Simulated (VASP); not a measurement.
A run of VASP 6.6.1 is set up as follows.

The input POSCAR:

```
MgS
1.0
    2.6244412125      2.6244412125      0.0000000000
   -2.6244412125      2.6244412125      0.0000000000
    0.0000000000      2.6244412125      2.6244412125
Mg S
1 1
Direct
    0.0000000000      0.0000000000      0.0000000000
    0.5000000000      0.5000000000      0.0000000000
```

File INCAR.step1:

```
SYSTEM = MgS
ALGO = Normal ; EDIFF = 1E-5
ENCUT = 920 ; GGA = PE
GGA_COMPAT = .FALSE. ; ISMEAR = 0
LASPH = .TRUE. ; LCHARG = .FALSE.
LREAL = .FALSE. ; LWAVE = .TRUE.
NBANDS = 15 ; NELM = 120
PREC = Accurate ; SIGMA = 0.01
```

File INCAR.step2:

```
SYSTEM = MgS
ALGO = Normal ; EDIFF = 1E-6
ENCUT = 920 ; GGA_COMPAT = .FALSE.
ISIF = 2 ; ISMEAR = 0
ISTART = 1 ; LASPH = .TRUE.
LCHARG = .TRUE. ; LELF = .TRUE.
LMIXTAU = .TRUE. ; LREAL = .FALSE.
LVHAR = .TRUE. ; LWAVE = .FALSE.
METAGGA = R2SCAN ; NBANDS = 15
NELM = 120 ; PREC = Accurate
SIGMA = 0.01
```

The input KPOINTS:

```
k-points
0
G
  8 8 8
  0 0 0
```

Potentials or basis: VASP PAW PBE potentials, release 64 (Mg_sv, S).

Run with:

```sh
$ cat potpaw_PBE.64/Mg_sv/POTCAR potpaw_PBE.64/S/POTCAR > POTCAR
$ cp INCAR.step1 INCAR
$ mpirun -np 1 vasp_std > vasp.out
$ cp INCAR.step2 INCAR
$ mpirun -np 1 vasp_std > vasp.out
```

(1) Estimate the band gap on the k mesh.

(2) What does it give for the pressure?

Results:

(1) 3.44 eV (least direct gap 4.44 eV).

(2) -2.0 GPa.

Caveat: the PAW data sets were made with another functional, which shifts forces and pressure a little.
